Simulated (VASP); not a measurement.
Input of a VASP 6.6.1 run:

The input INCAR:

```
PREC = Accurate
ENCUT = 520
EDIFF = 1E-6
ISMEAR = 0
SIGMA = 0.1
LREAL = False
LASPH = True
NELM = 60
ALGO = Normal
ISIF = 2
LWAVE = False
LCHARG = False
GGA = PS
NBANDS = 16
```

The input KPOINTS:

```
regular mesh
0
Gamma
  14 14 14
```

Contents of POSCAR:

```
AlC3
1.0
    3.0803817430      0.0000000000      0.0000000000
    0.0000000000      3.0803817430      0.0000000000
    0.0000000000      0.0000000000      3.0803817430
Al C
1 3
Direct
    0.0000000000      0.0000000000      0.0000000000
    0.0000000000      0.5000000000      0.5000000000
    0.5000000000      0.0000000000      0.5000000000
    0.5000000000      0.5000000000      0.0000000000
```

Potentials or basis: VASP PAW PBE potentials, release 64 (Al, C).

Command:

```bash
$ cat potpaw_PBE.64/Al/POTCAR potpaw_PBE.64/C/POTCAR > POTCAR
$ mpirun -np 1 vasp_std > vasp.out
```

**Question.** What does it give for the pressure?

**Answer.** 19.7 GPa.

Caveat: the cell differs from its parent crystal (strained); the PAW data sets were made with another functional, which shifts forces and pressure a little.
